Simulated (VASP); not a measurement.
# Nb (P6_3/mmc) in VASP: a series of runs

Runs on Nb. Level: r2SCAN. Tasks: single point.

All numbers are computed with VASP 6.6.1; they aren't measurements. Logs are shortened: lines on timing, memory, paths and dates and some standing lists are left out, and cuts for length are marked.

## (1) The cell of the first run

Symmetry: P6_3/mmc, No. 194, hexagonal system. Conventional cell: a = 2.822 Å, b = 2.822 Å, c = 5.170 Å, α = 90.00°, β = 90.00°, γ = 120.00°. Nb (site symmetry -6m2) has 12 Nb at 2.82 to 3.06 Å within 3.7 Å.

This isn't the form of Nb at room conditions, which is bcc.

## (2) Single point, r2SCAN, collinear spin (17.83 Å³/atom)

Contents of POSCAR:

```
Nb
1.0
    2.8223032979      0.0000000000      0.0000000000
   -1.4111516490      2.4441863532      0.0000000000
    0.0000000000      0.0000000000      5.1695934043
Nb
2
Direct
    0.3333333333      0.6666666667      0.2500000000
    0.6666666667      0.3333333333      0.7500000000
```

Contents of INCAR.step1:

```
ALGO = Normal ; EDIFF = 1E-4
ENCUT = 520 ; GGA = PE
ISMEAR = -1 ; ISPIN = 2
LASPH = True ; LCHARG = False
LMAXMIX = 4 ; LREAL = False
LWAVE = True ; MAGMOM = 1 1
NBANDS = 24 ; NELM = 150
PREC = Accurate ; SIGMA = 0.05
```

Contents of INCAR.step2:

```
ALGO = Normal ; EDIFF = 1E-7
ENCUT = 520 ; ISIF = 2
ISMEAR = -1 ; ISPIN = 2
ISTART = 1 ; LASPH = True
LCHARG = True ; LELF = True
LMAXMIX = 4 ; LMIXTAU = True
LORBIT = 11 ; LREAL = False
LVHAR = True ; LWAVE = False
MAGMOM = 1 1 ; METAGGA = R2SCAN
NBANDS = 24 ; NELM = 150
PREC = Accurate ; SIGMA = 0.05
```

Contents of KPOINTS:

```
k-points
0
Gamma
  14 14 7
```

Potentials or basis: VASP PAW PBE potentials, release 64 (Nb_sv).

Started as:

```console
$ cat potpaw_PBE.64/Nb_sv/POTCAR > POTCAR
$ cp INCAR.step1 INCAR
$ mpirun -np 1 vasp_std > vasp.out
$ cp INCAR.step2 INCAR
$ mpirun -np 1 vasp_std > vasp.out
```

OUTCAR:

```text
EDIFF = 1E-7
   ENCUT = 520
   ISIF = 2
   ISMEAR = -1
   ISPIN = 2
   ISTART = 1
   LASPH = True
   LORBIT = 11
   LREAL = False
   METAGGA = R2SCAN
   NELM = 150
   PREC = Accurate

 ion  position               nearest neighbor table
   1  0.333  0.667  0.250-
   2  0.667  0.333  0.750-

  LATTYP: Found a hexagonal cell.
 ALAT       =     2.8223032979
 C/A-ratio  =     1.8316930743

  Lattice vectors:

 A1 = (   2.8223032979,   0.0000000000,   0.0000000000)
 A2 = (  -1.4111516490,   2.4441863532,   0.0000000000)
 A3 = (   0.0000000000,   0.0000000000,   5.1695934043)

Analysis of symmetry for initial positions (statically):
=====================================================================
 Subroutine PRICEL returns:
 Original cell was already a primitive cell.

 Routine SETGRP: Setting up the symmetry group for a
 hexagonal supercell.

 Subroutine GETGRP returns: Found 24 space group operations
 (whereof 12 operations were pure point group operations)
 out of a pool of 24 trial point group operations.

The static configuration has the point symmetry D_3d.
 The point group associated with its full space group is D_6h.

Analysis of symmetry for dynamics (positions and initial velocities):
=====================================================================
 Subroutine PRICEL returns:
 Original cell was already a primitive cell.

 Routine SETGRP: Setting up the symmetry group for a
 hexagonal supercell.

 Subroutine GETGRP returns: Found 24 space group operations
 (whereof 12 operations were pure point group operations)
 out of a pool of 24 trial point group operations.

The dynamic configuration has the point symmetry D_3d.
 The point group associated with its full space group is D_6h.

Analysis of structural, dynamic, and magnetic symmetry:
=====================================================================
 Subroutine PRICEL returns:
 Original cell was already a primitive cell.

 Routine SETGRP: Setting up the symmetry group for a
 hexagonal supercell.

 Subroutine GETGRP returns: Found 24 space group operations
 (whereof 12 operations were pure point group operations)
 out of a pool of 24 trial point group operations.

The overall configuration has the point symmetry D_3d.
 The point group associated with its full space group is D_6h.

 Subroutine INISYM returns: Found 24 space group operations
 (whereof 12 operations are pure point group operations),
 and found     1 'primitive' translations

[... 116 lines left out ...]
  Fermi-wavevector in a.u.,A,eV,Ry     =   1.473447  2.784411 29.538870  2.171046
  Thomas-Fermi vector in A             =   2.588339
   LORBIT       =     11    0 simple, 1 ext, 2 COOP (PROOUT), +10 PAW based schemes
   METAGGA = R2SCAN    functional components
   LHFCALC =     F    Hartree Fock is set to
   AEXX    =    0.0000 exact exchange contribution
   IVDW    =     0    specifies the selected vdW correction
   LEPSILON=     F    determine dielectric tensor
   LRPA    =     F    only Hartree local field effects (RPA)
 spin polarized calculation
  energy-cutoff  :      520.00
  volume of cell :       35.66
 maximum number of plane-waves:       976
 NGX is ok and might be reduce to    24
   NGX = 11   NGY = 11   NGZ = 19

 number of electron      25.9999999 magnetization      -0.0000005

 number of electron      25.9999999 magnetization       0.0000004

 Free energy of the ion-electron system (eV)
  ---------------------------------------------------
  ext. energy  EPLUGINS =         0.00000000
  ---------------------------------------------------
  free energy    TOTEN  =       -49.04676506 eV

  energy without entropy =      -49.02494282  energy(sigma->0) =      -49.03585394

 E-fermi :  11.6849     XC(G=0): -13.6569

 val. band max:       11.6832045198   @ k =   0.2143   0.1429   0.1429
 cond. band min:      11.6884089657   @ k =   0.2857   0.1429   0.4286
 fundamental gap:      0.0052044459
 Fermi energy:        11.6849012628

 spin component 1

 k-point     1 :       0.0000    0.0000    0.0000
  band No.  band energies     occupation
      1     -44.8377      1.00000
      2     -44.6748      1.00000
      3     -20.7023      1.00000
      4     -19.5636      1.00000
      5     -19.3128      1.00000
      6     -19.3128      1.00000
[... 637 lines left out ...]
     23      26.6435      0.00000
     24      27.2311      0.00000

 [... further k-points ...]

 spin component 2

 k-point     1 :       0.0000    0.0000    0.0000
  band No.  band energies     occupation
      1     -44.8377      1.00000
      2     -44.6748      1.00000
      3     -20.7023      1.00000
      4     -19.5636      1.00000
      5     -19.3128      1.00000
      6     -19.3128      1.00000
[... 637 lines left out ...]
     23      26.6435      0.00000
     24      27.2311      0.00000

 [... further k-points ...]

------------------------ aborting loop because EDIFF is reached ----------------------------------------

  FORCE on cell =-STRESS in cart. coord.  units (eV):
  Direction    XX          YY          ZZ          XY          YZ          ZX
  --------------------------------------------------------------------------------------
  -------------------------------------------------------------------------------------
  Total        1.5561227      1.5561227      1.5048265     -0.0000000     -0.0000000      0.0000000
  in kB       69.9133394     69.9133394     67.6087076     -0.0000000     -0.0000000      0.0000000
  external PRESSURE =      69.1451288 kB  Pullay stress =       0.0000000 kB

 VOLUME and BASIS-vectors are now :
 -----------------------------------------------------------------------------
  energy-cutoff  :      520.00
  volume of cell :       35.66
      direct lattice vectors                 reciprocal lattice vectors
     2.822303298  0.000000000  0.000000000     0.354320530  0.204567053  0.000000000
    -1.411151649  2.444186353  0.000000000     0.000000000  0.409134107  0.000000000
     0.000000000  0.000000000  5.169593404     0.000000000  0.000000000  0.193438811

 POSITION                                       TOTAL-FORCE (eV/Angst)
 -----------------------------------------------------------------------------------
     -0.00000      1.62946      1.29240         0.000000     -0.000000      0.000000
      1.41115      0.81473      3.87720        -0.000000      0.000000      0.000000
 -----------------------------------------------------------------------------------
    total drift:                               -0.000000      0.000000     -0.000000

  FREE ENERGIE OF THE ION-ELECTRON SYSTEM (eV)
  ---------------------------------------------------
  free  energy   TOTEN  =       -49.0467650609 eV

  energy  without entropy=      -49.0249428203  energy(sigma->0) =      -49.03585394

 total charge

# of ion       s       p       d       tot
------------------------------------------
    1        2.230   6.002   2.511  10.743
    2        2.230   6.002   2.511  10.743
--------------------------------------------------
tot          4.460  12.003   5.022  21.486

 magnetization (x)

# of ion       s       p       d       tot
------------------------------------------
    1       -0.000   0.000   0.000  -0.000
    2       -0.000   0.000   0.000  -0.000
--------------------------------------------------
tot         -0.000   0.000   0.000  -0.000
```

OUTCAR.step1:

```text
EDIFF = 1E-4
   ENCUT = 520
   GGA = PE
   ISMEAR = -1
   ISPIN = 2
[... 1544 lines left out ...]
     -0.00000      1.62946      1.29240        -0.000000      0.000000      0.000000
      1.41115      0.81473      3.87720         0.000000      0.000000      0.000000
 -----------------------------------------------------------------------------------
    total drift:                               -0.000000      0.000000     -0.000000

  FREE ENERGIE OF THE ION-ELECTRON SYSTEM (eV)
  ---------------------------------------------------
  free  energy   TOTEN  =       -19.8169858672 eV

  energy  without entropy=      -19.7946527301  energy(sigma->0) =      -19.80581930
```

OSZICAR.step1:

```text
N       E                     dE             d eps       ncg     rms          rms(c)
DAV:   1     0.301689433125E+03    0.30169E+03   -0.14327E+04  9232   0.115E+03
DAV:   2     0.222937672245E+01   -0.29946E+03   -0.28909E+03  9768   0.456E+02
DAV:   3    -0.193874668696E+02   -0.21617E+02   -0.20873E+02 17512   0.909E+01
DAV:   4    -0.202971649411E+02   -0.90970E+00   -0.89711E+00 11984   0.164E+01
DAV:   5    -0.203274723770E+02   -0.30307E-01   -0.30284E-01 14696   0.311E+00    0.113E+01
DAV:   6    -0.198130563028E+02    0.51442E+00   -0.11164E+00 13784   0.934E+00    0.400E+00
DAV:   7    -0.197931986668E+02    0.19858E-01   -0.38503E-01 14752   0.491E+00    0.241E+00
DAV:   8    -0.198088119407E+02   -0.15613E-01   -0.34368E-02 14408   0.144E+00    0.119E+00
DAV:   9    -0.198141978212E+02   -0.53859E-02   -0.61177E-03 13736   0.673E-01    0.662E-01
DAV:  10    -0.198169314028E+02   -0.27336E-02   -0.57702E-03 11048   0.734E-01    0.661E-02
DAV:  11    -0.198169858672E+02   -0.54464E-04   -0.51781E-04 12792   0.154E-01
   1 F= -.19816986E+02 E0= -.19805819E+02  d E =-.223331E-01  mag=    -0.0028
```

Run time: 13 min. Hardware: 1 thread of Oxide Virtual Turin-like, shared host; peak memory 0.23 GiB.

Results:

| Item | Value |
| --- | --- |
| Free energy | -49.0468 eV |
| Pressure | 6.9 GPa |
| Band gap on the k mesh | zero (filled and empty bands overlap) |
| Net moment | 0.00 μB per cell |
| Valence electrons inside the program's atomic spheres | Nb 10.74 |

Levels at points of the mesh, in eV from the Fermi level:
Spin up:
| k point | band 9 | band 10 | band 11 | band 12 | band 13 | band 14 | band 15 | band 16 | band 17 | band 18 |
| --- | --- | --- | --- | --- | --- | --- | --- | --- | --- | --- |
| (0.00, 0.00, 0.00) | -6.67 | -4.26 | -1.14 | 0.37 | 0.37 | 0.39 | 0.86 | 0.86 | 2.97 | 2.97 |
| (0.50, 0.00, 0.00) | -4.06 | -3.62 | -3.62 | -0.57 | 0.29 | 0.40 | 0.91 | 5.00 | 6.07 | 6.29 |
Spin down:
```tsv
k point	band 9	band 10	band 11	band 12	band 13	band 14	band 15	band 16	band 17	band 18
(0.00, 0.00, 0.00)	-6.67	-4.26	-1.14	0.37	0.37	0.39	0.86	0.86	2.97	2.97
(0.50, 0.00, 0.00)	-4.06	-3.62	-3.62	-0.57	0.29	0.40	0.91	5.00	6.07	6.29
```

Caveat: the cell stands under pressure; the PAW data sets were made with another functional, which shifts forces and pressure a little.

## (3) Single point, r2SCAN, collinear spin (18.57 Å³/atom)

This run uses another cell than the first one, of 18.57 Å³/atom.

Contents of POSCAR:

```
Nb
1.0
    2.8609697918      0.0000000000      0.0000000000
   -1.4304848959      2.4776725191      0.0000000000
    0.0000000000      0.0000000000      5.2404185533
Nb
2
Direct
    0.3333333333      0.6666666667      0.2500000000
    0.6666666667      0.3333333333      0.7500000000
```

Contents of INCAR.step1:

```
ALGO = Normal
EDIFF = 1E-4
ENCUT = 520
GGA = PE
ISMEAR = -1
ISPIN = 2
LASPH = T
LCHARG = F
LMAXMIX = 4
LREAL = F
LWAVE = T
MAGMOM = 1 1
NBANDS = 24
NELM = 150
PREC = Accurate
SIGMA = 0.05
```

Contents of INCAR.step2:

```
ALGO = Normal
EDIFF = 1E-6
ENCUT = 520
ISIF = 2
ISMEAR = -1
ISPIN = 2
ISTART = 1
LASPH = T
LCHARG = F
LMAXMIX = 4
LMIXTAU = T
LORBIT = 11
LREAL = F
LWAVE = F
MAGMOM = 1 1
METAGGA = R2SCAN
NBANDS = 24
NELM = 150
PREC = Accurate
SIGMA = 0.05
```

KPOINTS is that of step 2.

Potentials or basis: VASP PAW PBE potentials, release 64 (Nb_sv).

Started as:

```console
$ cat potpaw_PBE.64/Nb_sv/POTCAR > POTCAR
$ cp INCAR.step1 INCAR
$ mpirun -np 1 vasp_std > vasp.out
$ cp INCAR.step2 INCAR
$ mpirun -np 1 vasp_std > vasp.out
```

It took 7.9 min on 1 thread of Oxide Virtual Turin-like, shared host; peak memory 0.23 GiB.

It converged, with:

* Free energy: -49.0772 eV
* Pressure: -0.3 GPa
* Band gap on the k mesh: zero (filled and empty bands overlap)
* Net moment: 0.00 μB per cell
* Valence electrons inside the program's atomic spheres: Nb 10.68

Stress tensor (GPa, compression positive):
```
-0.39  0.00  0.00
 0.00 -0.39  0.00
 0.00  0.00 -0.16
```

Levels at points of the mesh, in eV from the Fermi level:
Spin up:
| k point | band 10 | band 11 | band 12 | band 13 | band 14 | band 15 | band 16 | band 17 |
| --- | --- | --- | --- | --- | --- | --- | --- | --- |
| (0.00, 0.00, 0.00) | -4.14 | -1.06 | 0.26 | 0.40 | 0.40 | 0.85 | 0.85 | 2.87 |
| (0.50, 0.00, 0.00) | -3.48 | -3.40 | -0.51 | 0.20 | 0.38 | 0.93 | 4.77 | 5.77 |
Spin down:
```tsv
k point	band 11	band 12	band 13	band 14	band 15	band 16
(0.00, 0.00, 0.00)	-1.06	0.26	0.40	0.40	0.85	0.85
(0.50, 0.00, 0.00)	-3.40	-0.51	0.20	0.38	0.93	4.77
```

Caveat: the PAW data sets were made with another functional, which shifts forces and pressure a little.
